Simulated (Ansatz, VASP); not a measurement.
## TePb: VASP beside Ansatz

```
Te Pb
1.0
     0.00000    3.13407    3.43395
     3.13407    0.00000    3.43395
     3.13407    3.13407    0.00000
Te Pb
1 1
Direct
  0.50000 0.50000 0.50000
  0.00000 0.00000 0.00000
```

Alike in both runs: task single point; functional PBE; k mesh 6 × 6 × 6; occupations fermi-dirac, width 0.02 eV; no spin polarisation.

|  | VASP | Ansatz |
| --- | --- | --- |
| version | VASP 6.6.1 | Ansatz 0.2.0 |
| potentials or method | VASP PAW PBE potentials, release 64 (Te, Pb_d), cutoff 500 eV | plane waves, PAW |
| valence electrons in the cell | 20 | 30 |

|  | VASP | Ansatz | Ansatz less VASP |
| --- | --- | --- | --- |
| pressure (GPa) | 3.2 | 3.2 | +0.05 |
| traceless stress, the component that is largest in VASP (GPa) | -6.32 | -6.32 | -0.001 |

With one functional, cell and mesh, what is left measures potentials, basis and numerics. VASP's potentials hold 20 valence electrons a cell and Ansatz's 30, so a difference there can come from the potentials and not from the codes.

Spin-orbit coupling is off throughout.
